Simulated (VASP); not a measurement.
Write the native input for VASP 6.6.1 that does the following.

- Task: single point
- Functional: PBE
- Potentials or basis: VASP PAW PBE potentials, release 64 (Zn, S)
- Cutoff: 520 eV
- k mesh: 6 × 6 × 4
- Occupations: gaussian, width 0.02 eV
- Spin: no spin polarisation
- Dipole correction: no
- Further INCAR settings: ALGO = Normal; EDIFF = 1e-07; NBANDS = 37

The structure of ZnS7 lies in POSCAR:

```
ZnS7
1.0
    4.5481672330      0.0000000000      0.0414305311
    0.0000000000      5.5360626810      0.0000000000
   -1.2861907562      0.0000000000     11.4314196384
Zn S
1 7
Direct
    0.0000000000      0.7731380692      0.0000000000
    0.8829559417      0.5486293932      0.2646594246
    0.1946163241      0.7112986350      0.3804210215
    0.7061811392      0.7968123115      0.1389160721
    0.1170440583      0.5486293932      0.7353405754
    0.8053836759      0.7112986350      0.6195789785
    0.2938188608      0.7968123115      0.8610839279
    0.0000000000      0.9253812514      0.5000000000
```

These files were run (other wordings do the same):

INCAR

```
ALGO = Normal ; EDIFF = 1E-7
ENCUT = 520 ; GGA = PE
ISIF = 2 ; ISMEAR = 0
LASPH = T ; LCHARG = F
LREAL = F ; LWAVE = F
NBANDS = 37 ; NELM = 80
PREC = Accurate ; SIGMA = 0.02
```

KPOINTS

```
k-points
0
Gamma
  6 6 4
```

Potentials or basis: VASP PAW PBE potentials, release 64 (Zn, S).

The run is started by

```sh
$ cat potpaw_PBE.64/Zn/POTCAR potpaw_PBE.64/S/POTCAR > POTCAR
$ mpirun -np 1 vasp_std > vasp.out
```

Results of the run:

The pressure is -0.3 GPa. The largest force is 0.111 eV/Å and the band gap on the k mesh is 1.90 eV (least direct gap 1.93 eV).

Run time: 9.5 min on 1 thread of Intel(R) Xeon(R) Platinum 8259CL CPU @ 2.50GHz (Skylake/Cascade Lake) (shared host), peak memory 0.66 GiB.
